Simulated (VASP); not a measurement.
Mg2O:

```
Mg O
1.0
     4.57499    0.00000    0.00000
     0.00000    4.57499    0.00000
     0.00000    0.00000    4.34319
Mg O
4 2
Direct
  0.25000 0.25000 0.41853
  0.75000 0.75000 0.41853
  0.75000 0.25000 0.91853
  0.25000 0.75000 0.91853
  0.50000 0.50000 0.15926
  0.00000 0.00000 0.65926
```

The cell was generated, and may not be a known phase.

| Quantity | Value |
| --- | --- |
| Program | VASP 6.6.1 |
| Task | relaxation of cell and atoms |
| Functional | PBE |
| Potentials or basis | VASP PAW PBE potentials, release 64 (Mg_sv, O) |
| Cutoff | 840 eV |
| k mesh | 4 × 4 × 4 |
| Occupations | gaussian, width 0.1 eV |
| Spin | no spin polarisation |

At the start: pressure 10.8 GPa; volume 15.15 Å³/atom.

Q: Where does the relaxation end?

A: Over 15 steps the energy falls by 137.8 meV/atom and the volume is 15.81 Å³/atom (+4.4 %); space group P4_2/nnm (No. 134, to 0.1 Å) before, P4_2nm (No. 102, to 0.1 Å).

Step by step:
```csv
step,energy change (eV),largest force (eV/Å),pressure (GPa),volume (Å³)
1,0.0000,0.3597,10.75,90.91
2,-0.3784,0.0484,-1.30,104.94
3,-0.3856,0.0301,-0.09,102.99
4,-0.3856,0.0318,-0.25,103.24
5,-0.3947,0.0313,-0.27,103.18
6,-0.4310,0.0320,-0.37,102.95
7,-0.5370,0.0335,-0.67,102.30
8,-0.7433,0.0353,-1.47,100.19
9,-0.3362,0.1330,-1.69,92.51
10,-0.7834,0.0420,-1.70,99.36
11,-0.8077,0.0491,-1.97,98.12
12,-0.8164,0.0431,-1.47,96.90
13,-0.8188,0.0397,-1.05,95.93
14,-0.8238,0.0342,-0.62,95.52
15,-0.8268,0.0242,0.08,94.86
```

Final structure:
```cif
data_structure
_symmetry_space_group_name_H-M 'P 1'
_symmetry_Int_Tables_number 1
_cell_length_a 5.2067
_cell_length_b 5.2067
_cell_length_c 3.4991
_cell_angle_alpha 90.000
_cell_angle_beta 90.000
_cell_angle_gamma 90.000
_cell_volume 94.86
loop_
_atom_site_label
_atom_site_type_symbol
_atom_site_fract_x
_atom_site_fract_y
_atom_site_fract_z
_atom_site_occupancy
Mg1 Mg 0.24694 0.24694 0.41104 1
Mg2 Mg 0.75306 0.75306 0.41104 1
Mg3 Mg 0.74694 0.25306 0.91104 1
Mg4 Mg 0.25306 0.74694 0.91104 1
O1 O 0.50000 0.50000 0.17423 1
O2 O 0.00000 0.00000 0.67423 1
```

Caveat: the k points lie up to 0.45 Å⁻¹ apart in the final cell, too coarse for converged energies and pressures of a metal; a cell axis changed by over 15 % at a fixed basis, so the end point is rough.
